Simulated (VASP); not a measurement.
N: single point with PBEsol

Crystal: N.

```
N
1.0
     0.00000    1.53368    1.53368
     1.53368    0.00000    1.53368
     1.53368    1.53368    0.00000
N
1
Cartesian
  0.0000 0.0000 0.0000
```

| Property | Result |
| --- | --- |
| Program | VASP 6.6.1 |
| Task | single point |
| Functional | PBEsol |
| Potentials or basis | VASP PAW PBE potentials, release 64 (N) |
| Cutoff | 520 eV |
| k mesh | 18 × 18 × 18 |
| Occupations | fermi-dirac, width 0.136057 eV |
| Spin | no spin polarisation |
| Dipole correction | no |
| Further INCAR settings | ALGO = Normal; EDIFF = 1e-07; NBANDS = 8 |

```json
{
 "Pressure": "0.4 GPa"
}
```

Levels at points of the mesh, in eV from the Fermi level:
```tsv
k point	band 1	band 2	band 3	band 4	band 5
(0.00, 0.00, 0.00)	-20.69	4.32	4.32	4.32	24.45
(0.50, 0.00, 0.00)	-13.42	-8.67	3.07	3.07	22.70
(0.50, 0.50, 0.00)	-10.68	-7.11	0.15	0.15	15.04
```

It took 2.3 s on 1 thread of Intel(R) Xeon(R) 6975P-C (Granite Rapids) (shared host), peak memory 0.11 GiB.

Caveat: the PAW data sets were made with another functional, which shifts forces and pressure a little.
